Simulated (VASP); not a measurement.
# In2As2F in VASP: single point with PBE+D3(BJ)

Aim: the single point of In2As2F with PBE+D3(BJ).

All numbers are computed with VASP 6.6.1; they aren't measurements. Logs are shortened: lines on timing, memory, paths and dates and some standing lists are left out, and cuts for length are marked.

### 1 The cell of the first run

The cell holds a slab with vacuum, 5 atoms: a = 4.322 Å, b = 4.322 Å, c = 21.839 Å, α = 90.00°, β = 90.00°, γ = 120.00°.

### 2 Single point, PBE+D3(BJ)

File INCAR:

```
SYSTEM = In2As2F
PREC     = Accurate       ! precision mode
ENCUT    = 520            ! plane-wave cutoff, eV
EDIFF    = 1E-7           ! SCF threshold, eV
ISMEAR   = 0              ! smearing method
SIGMA    = 0.1            ! smearing width, eV
LREAL    = .FALSE.        ! projectors in reciprocal space
LASPH    = .TRUE.         ! aspherical terms in the spheres
NELM     = 60             ! most SCF steps
ALGO     = Normal         ! electronic algorithm
ISIF     = 2              ! what is computed and relaxed
LWAVE    = .FALSE.        ! write WAVECAR
LCHARG   = .FALSE.        ! write CHGCAR
LDIPOL   = .TRUE.       
IDIPOL   = 3            
DIPOL    = 0.5 0.5 0.335
GGA      = PE             ! functional
IVDW     = 12             ! dispersion correction
NBANDS   = 30             ! bands
```

File KPOINTS:

```
Automatic mesh
0
G
  6 6 1
  0 0 0
```

File POSCAR:

```
In2As2F
1.0
    4.3220706682      0.0000000000      0.0000000000
   -2.1610353341      3.7430229956      0.0000000000
    0.0000000000      0.0000000000     21.8386926822
As In F
2 2 1
Direct
    0.0000000000      0.0000000000      0.1831611470
    0.3333333333      0.6666666667      0.3540823938
    0.3333333333      0.6666666667      0.2235591229
    0.6666666667      0.3333333333      0.3864101577
    0.6666666667      0.3333333333      0.5283600466
```

Potentials or basis: VASP PAW PBE potentials, release 64 (As, In_d, F).

The run is started by

```bash
cat potpaw_PBE.64/As/POTCAR potpaw_PBE.64/In_d/POTCAR potpaw_PBE.64/F/POTCAR > POTCAR
mpirun -np 1 vasp_std > vasp.out
```

OUTCAR:

```text
SYSTEM = In2As2F
   PREC = Accurate
   ENCUT = 520
   EDIFF = 1E-7
   ISMEAR = 0
   LREAL = .FALSE.
   LASPH = .TRUE.
   NELM = 60
   ISIF = 2
   GGA = PE
   IVDW = 12
 IVDW          = 12

 ion  position               nearest neighbor table
   1  0.000  0.000  0.183-   3 2.65   3 2.65   3 2.65
   2  0.333  0.667  0.354-   4 2.59   4 2.59   4 2.59   3 2.85
   3  0.333  0.667  0.224-   1 2.65   1 2.65   1 2.65   2 2.85
   4  0.667  0.333  0.386-   2 2.59   2 2.59   2 2.59
   5  0.667  0.333  0.528-

  LATTYP: Found a hexagonal cell.
 ALAT       =     4.3220706682
 C/A-ratio  =     5.0528310060

  Lattice vectors:

 A1 = (   4.3220706682,   0.0000000000,   0.0000000000)
 A2 = (  -2.1610353341,   3.7430229956,   0.0000000000)
 A3 = (   0.0000000000,   0.0000000000,  21.8386926822)

Analysis of symmetry for initial positions (statically):
=====================================================================
 Subroutine PRICEL returns:
 Original cell was already a primitive cell.

 Routine SETGRP: Setting up the symmetry group for a
 hexagonal supercell.

 Subroutine GETGRP returns: Found  6 space group operations
 (whereof  6 operations were pure point group operations)
 out of a pool of 24 trial point group operations.

The static configuration has the point symmetry C_3v.

Analysis of symmetry for dynamics (positions and initial velocities):
=====================================================================
 Subroutine PRICEL returns:
 Original cell was already a primitive cell.

 Routine SETGRP: Setting up the symmetry group for a
 hexagonal supercell.

 Subroutine GETGRP returns: Found  6 space group operations
 (whereof  6 operations were pure point group operations)
 out of a pool of 24 trial point group operations.

The dynamic configuration has the point symmetry C_3v.

 Subroutine INISYM returns: Found  6 space group operations
 (whereof  6 operations are pure point group operations),
 and found     1 'primitive' translations

----------------------------------------------------------------------------------------

                                     Primitive cell

  volume of cell :     353.2979

  direct lattice vectors                    reciprocal lattice vectors
     4.322070668  0.000000000  0.000000000     0.231370581  0.133581867  0.000000000
    -2.161035334  3.743022996  0.000000000     0.000000000  0.267163734  0.000000000
     0.000000000  0.000000000 21.838692682     0.000000000  0.000000000  0.045790287

  length of vectors
     4.322070668  4.322070668 21.838692682     0.267163734  0.267163734  0.045790287

  position of ions in fractional coordinates (direct lattice)
     0.000000000  0.000000000  0.183161147
     0.333333333  0.666666667  0.354082394
     0.333333333  0.666666667  0.223559123
     0.666666667  0.333333333  0.386410158
     0.666666667  0.333333333  0.528360047

  ion indices of the primitive-cell ions
   primitive index   ion index
                 1           1
                 2           2
                 3           3
                 4           4
                 5           5

----------------------------------------------------------------------------------------

 KPOINTS: Automatic mesh

Automatic generation of k-mesh.
 Grid dimensions read from file:
 generate k-points for:    6    6    1

 Generating k-lattice:

  Cartesian coordinates                     Fractional coordinates (reciprocal lattice)
     0.038561763  0.022263645  0.000000000     0.166666667  0.000000000  0.000000000
     0.000000000  0.044527289  0.000000000     0.000000000  0.166666667  0.000000000
     0.000000000  0.000000000  0.045790287     0.000000000  0.000000000  1.000000000

  Length of vectors
     0.044527289  0.044527289  0.045790287

  Shift w.r.t. Gamma in fractional coordinates (k-lattice)
     0.000000000  0.000000000  0.000000000

 Subroutine IBZKPT returns following result:
 ===========================================

 Found      7 irreducible k-points:

 Following reciprocal coordinates:
            Coordinates               Weight
  0.000000  0.000000  0.000000      1.000000
  0.166667  0.000000  0.000000      6.000000
  0.333333  0.000000  0.000000      6.000000
  0.500000  0.000000  0.000000      3.000000
  0.166667  0.166667  0.000000      6.000000
  0.333333  0.166667  0.000000     12.000000
  0.333333  0.333333  0.000000      2.000000
   k-points           NKPTS =      7   k-points in BZ     NKDIM =      7   number of bands    NBANDS=     30
   number of dos      NEDOS =    301   number of ions     NIONS =      5
   total plane-waves  NPLWV = 165888
   dimension x,y,z NGX =    32 NGY =   32 NGZ =  162
   dimension x,y,z NGXF=    64 NGYF=   64 NGZF=  324
   ions per type =               2   2   1
   NGX,Y,Z   is equivalent  to a cutoff of  12.31, 12.31, 12.33 a.u.
   NGXF,Y,Z  is equivalent  to a cutoff of  24.62, 24.62, 24.66 a.u.
 SYSTEM =  In2As2F
   PREC   = accura    normal or accurate (medium, high low for compatibility)
   ISTART =      0    job   : 0-new  1-cont  2-samecut
   ICHARG =      2    charge: 1-file 2-atom 10-const
   ISPIN  =      1    spin polarized calculation?
   LNONCOLLINEAR =      F non collinear calculations
   LSORBIT =      F    spin-orbit coupling
   LASPH  =      T    aspherical Exc in radial PAW
   ENCUT  =  520.0 eV  38.22 Ry    6.18 a.u.   8.04  8.04 40.61*2*pi/ulx,y,z
   NELM   =     60;   NELMIN=  2; NELMDL= -5     # of ELM steps
   EDIFF  = 0.1E-06   stopping-criterion for ELM
   LREAL  =      F    real-space projection
   EDIFFG = 0.1E-05   stopping-criterion for IOM
   NSW    =      0    number of steps for IOM
   IBRION =     -1    ionic relax: 0-MD 1-quasi-New 2-CG
   NFREE  =      0    steps in history (QN), initial steepest desc. (CG)
   ISIF   =      2    stress and relaxation
   ISYM   =      2    0-nonsym 1-usesym 2-fastsym
   POTIM  = 0.5000    time-step for ionic-motion
   TEBEG  =    0.0;   TEEND  =   0.0 temperature during run
   PSTRESS=    0.0 pullay stress
   NELECT =      43.0000    total number of electrons
   NUPDOWN=      -1.0000    fix difference up-down
   EMIN   =  10.00;   EMAX   =-10.00  energy-range for DOS
   EFERMI =   0.00;   METHOD = LEGACY
   ISMEAR =     0;   SIGMA  =   0.10  broadening in eV -4-tet -1-fermi 0-gaus
   EFERMI_NEDOS =   21; number of points for ismear=-14 and -15
   IALGO  =     38    algorithm
   IMIX   =      4    mixing-type and parameters
     AMIX     =   0.40;   BMIX     =  1.00
     AMIX_MAG =   1.60;   BMIX_MAG =  1.00
  volume/ion in A,a.u.               =      70.66       476.83
  Fermi-wavevector in a.u.,A,eV,Ry     =   0.811305  1.533144  8.955563  0.658215
  Thomas-Fermi vector in A             =   1.920640
   LORBIT       =      0    0 simple, 1 ext, 2 COOP (PROOUT), +10 PAW based schemes
   GGA     = PE    functional components
   LHFCALC =     F    Hartree Fock is set to
   AEXX    =    0.0000 exact exchange contribution
   IVDW    =    12    specifies the selected vdW correction
   LEPSILON=     F    determine dielectric tensor
   LRPA    =     F    only Hartree local field effects (RPA)
 non-spin polarized calculation
 Gauss-broadening in eV      SIGMA  =   0.10
  energy-cutoff  :      520.00
  volume of cell :      353.30
 maximum number of plane-waves:      9529
   NGX = 17   NGY = 17   NGZ = 81

 number of electron      42.9999989 magnetization

 dipolmoment           0.000000      0.000000      0.427738 electrons x Angstroem

 Free energy of the ion-electron system (eV)
  ---------------------------------------------------
  ext. energy  EPLUGINS =         0.00000000
  ---------------------------------------------------
  free energy    TOTEN  =       -15.98945547 eV

  energy without entropy =      -15.90611951  energy(sigma->0) =      -15.94778749

 E-fermi :  -4.1053     XC(G=0):  -3.9363

 val. band max:       -4.1141342694   @ k =   0.1667   0.1667   0.0000
 cond. band min:      -3.8141305829   @ k =   0.0000   0.0000   0.0000
 fundamental gap:      0.3000036865
 Fermi energy:        -4.1052931427

 k-point     1 :       0.0000    0.0000    0.0000
  band No.  band energies     occupation
      1     -22.8990      2.00000
      2     -18.3848      2.00000
      3     -18.3321      2.00000
      4     -18.3321      2.00000
      5     -18.2361      2.00000
      6     -18.2361      2.00000
[... 22 lines left out ...]
     29       1.0320      0.00000
     30       1.1308      0.00000

 k-point     2 :       0.1667    0.0000    0.0000
  band No.  band energies     occupation
      1     -22.8979      2.00000
      2     -18.4081      2.00000
      3     -18.3219      2.00000
      4     -18.3168      2.00000
      5     -18.2397      2.00000
      6     -18.2331      2.00000
[... 22 lines left out ...]
     29       1.5603      0.00000
     30       1.8001      0.00000

 k-point     3 :       0.3333    0.0000    0.0000
  band No.  band energies     occupation
      1     -22.8954      2.00000
      2     -18.4485      2.00000
      3     -18.3051      2.00000
      4     -18.2939      2.00000
      5     -18.2445      2.00000
      6     -18.2231      2.00000
[... 22 lines left out ...]
     29       2.4116      0.00000
     30       3.0832      0.00000

 k-point     4 :       0.5000    0.0000    0.0000
  band No.  band energies     occupation
      1     -22.8940      2.00000
      2     -18.4674      2.00000
      3     -18.2990      2.00000
      4     -18.2861      2.00000
      5     -18.2442      2.00000
      6     -18.2157      2.00000
[... 22 lines left out ...]
     29       2.8792      0.00000
     30       3.5155      0.00000

 k-point     5 :       0.1667    0.1667    0.0000
  band No.  band energies     occupation
      1     -22.8960      2.00000
      2     -18.4360      2.00000
      3     -18.3132      2.00000
      4     -18.2966      2.00000
      5     -18.2437      2.00000
      6     -18.2273      2.00000
[... 22 lines left out ...]
     29       2.0845      0.00000
     30       2.3407      0.00000

 k-point     6 :       0.3333    0.1667    0.0000
  band No.  band energies     occupation
      1     -22.8941      2.00000
      2     -18.4605      2.00000
      3     -18.3026      2.00000
      4     -18.2846      2.00000
      5     -18.2441      2.00000
      6     -18.2215      2.00000
[... 22 lines left out ...]
     29       2.6891      0.00000
     30       2.9745      0.00000

 k-point     7 :       0.3333    0.3333    0.0000
  band No.  band energies     occupation
      1     -22.8934      2.00000
      2     -18.4627      2.00000
      3     -18.3018      2.00000
      4     -18.2799      2.00000
      5     -18.2407      2.00000
      6     -18.2278      2.00000
[... 22 lines left out ...]
     29       2.9409      0.00000
     30       2.9820      0.00000

------------------------ aborting loop because EDIFF is reached ----------------------------------------

 vacuum level on the upper side and lower side of the slab       (xc-potential included)         2.264        -2.401

 Edisp (eV)   -0.87116

 E8    (eV) :    -0.4132

  FORCE on cell =-STRESS in cart. coord.  units (eV):
  Direction    XX          YY          ZZ          XY          YZ          ZX
  --------------------------------------------------------------------------------------
  -------------------------------------------------------------------------------------
  Total       0.29056     0.29056    -5.05038    -0.00000     0.00000    -0.00000
  in kB       1.31767     1.31767   -22.90308    -0.00000     0.00000    -0.00000
  external pressure =       -6.76 kB  Pullay stress =        0.00 kB

 VOLUME and BASIS-vectors are now :
 -----------------------------------------------------------------------------
  energy-cutoff  :      520.00
  volume of cell :      353.30
      direct lattice vectors                 reciprocal lattice vectors
     4.322070668  0.000000000  0.000000000     0.231370581  0.133581867  0.000000000
    -2.161035334  3.743022996  0.000000000     0.000000000  0.267163734  0.000000000
     0.000000000  0.000000000 21.838692682     0.000000000  0.000000000  0.045790287

 POSITION                                       TOTAL-FORCE (eV/Angst)
 -----------------------------------------------------------------------------------
      0.00000      0.00000      4.00000        -0.000000      0.000000     -0.090775
     -0.00000      2.49535      7.73270        -0.000000      0.000000     -0.428798
     -0.00000      2.49535      4.88224         0.000000      0.000000      0.408527
      2.16104      1.24767      8.43869        -0.000000      0.000000      1.490531
      2.16104      1.24767     11.53869        -0.000000     -0.000000     -1.379485
 -----------------------------------------------------------------------------------
    total drift:                                0.000000     -0.000000      0.002198

  FREE ENERGIE OF THE ION-ELECTRON SYSTEM (eV)
  ---------------------------------------------------
  free  energy   TOTEN  =       -16.8606194467 eV

  energy  without entropy=      -16.7772834892  energy(sigma->0) =      -16.81895147

 vacuum level on the upper side and lower side of the slab         6.314         1.532
```

Wall time 3 min (1 thread of AMD EPYC 7R43 (Zen 3), shared host); peak memory 0.38 GiB.

What came out:

```
Free energy                : -16.8606 eV
Largest force              : 1.491 eV/Å
Dispersion energy per atom : -0.174 eV
```

Forces on the atoms (eV/Å):
```
As   0.000  0.000 -0.091
As   0.000  0.000 -0.429
In   0.000  0.000  0.409
In   0.000  0.000  1.491
F    0.000  0.000 -1.379
```

Levels at points of the mesh, in eV from the Fermi level:
| k point | band 19 | band 20 | band 21 | band 22 | band 23 | band 24 | band 25 | band 26 |
| --- | --- | --- | --- | --- | --- | --- | --- | --- |
| (0.00, 0.00, 0.00) | -0.04 | -0.04 | 0.29 | 0.29 | 0.86 | 1.38 | 3.92 | 4.73 |
| (0.50, 0.00, 0.00) | -0.57 | -0.21 | -0.15 | -0.07 | 1.82 | 2.43 | 2.93 | 3.98 |

Caveat: spin-orbit coupling is left out, which moves the levels of the heavy elements; an odd number of electrons without spin polarisation forces a metal; a magnetic or distorted state may lie lower.
